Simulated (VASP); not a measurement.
# ReOs3C: relaxation of cell and atoms with PBE

Crystal: ReOs3C.

```
CELL_PARAMETERS angstrom
3.88513 0.00000 0.00000
0.00000 3.88513 0.00000
0.00000 0.00000 3.88513
ATOMIC_POSITIONS crystal
Re 0.00000 0.00000 0.00000
Os 0.00000 0.50000 0.50000
Os 0.50000 0.00000 0.50000
Os 0.50000 0.50000 0.00000
C 0.50000 0.50000 0.50000
```

```json
{
  "Program": "VASP 6.6.1",
  "Task": "relaxation of cell and atoms",
  "Functional": "PBE",
  "Potentials or basis": "VASP PAW PBE potentials, release 64 (Re, Os, C)",
  "Cutoff": "600 eV",
  "k mesh": "4 × 4 × 4",
  "Occupations": "gaussian, width 0.1 eV",
  "Spin": "no spin polarisation",
  "Dipole correction": "no",
  "Further INCAR settings": "ALGO = Normal; EDIFF = 1e-06; IBRION = 2; EDIFFG = -0.04; NSW = 90; ISIF = 3"
}
```

The relaxed volume is 13.21 Å³/atom and the relaxed cell is a = 4.042 Å, b = 4.042 Å, c = 4.042 Å, α = 90.00°, β = 90.00°, γ = 90.00°. The space group after relaxing (to 0.05 Å) is Pm-3m (No. 221). The energy gained by relaxing is 235.5 meV/atom, the ionic steps are 5 and the pressure after relaxing is 0.0 GPa.

The path:
| step | energy change (eV) | largest force (eV/Å) | pressure (GPa) | volume (Å³) |
| --- | --- | --- | --- | --- |
| 1 | 0.0000 | 0.0000 | 57.00 | 58.64 |
| 2 | 8.0455 | 0.0000 | -53.43 | 101.67 |
| 3 | -1.1334 | 0.0000 | -8.35 | 67.70 |
| 4 | -1.1761 | 0.0000 | -1.49 | 66.34 |
| 5 | -1.1774 | 0.0000 | 0.01 | 66.06 |

Final structure:
```
CELL_PARAMETERS angstrom
4.04244 0.00000 0.00000
0.00000 4.04244 0.00000
0.00000 0.00000 4.04244
ATOMIC_POSITIONS crystal
Re 0.00000 0.00000 0.00000
Os 0.00000 0.50000 0.50000
Os 0.50000 0.00000 0.50000
Os 0.50000 0.50000 0.00000
C 0.50000 0.50000 0.50000
```

Levels at points of the mesh, in eV from the Fermi level:
| k point | band 14 | band 15 | band 16 | band 17 | band 18 | band 19 | band 20 | band 21 |
| --- | --- | --- | --- | --- | --- | --- | --- | --- |
| (0.00, 0.00, 0.00) | -1.53 | -1.53 | 1.12 | 1.23 | 1.23 | 1.23 | 1.36 | 1.36 |
| (0.50, 0.00, 0.00) | -1.64 | -1.63 | -1.37 | -1.37 | -0.93 | -0.88 | 0.85 | 0.86 |
| (0.50, 0.50, 0.00) | -3.27 | -1.90 | -1.42 | -0.88 | -0.71 | -0.42 | -0.42 | 1.97 |
| (0.50, 0.50, 0.50) | -0.98 | -0.98 | -0.98 | 0.85 | 0.85 | 0.85 | 0.87 | 0.87 |

Wall time 51 s on 1 thread of Intel(R) Xeon(R) 6975P-C (Granite Rapids) (shared host), peak memory 0.19 GiB.

Caveat: the k points lie up to 0.39 Å⁻¹ apart in the final cell; spin-orbit coupling is left out, which moves the levels of the heavy elements.
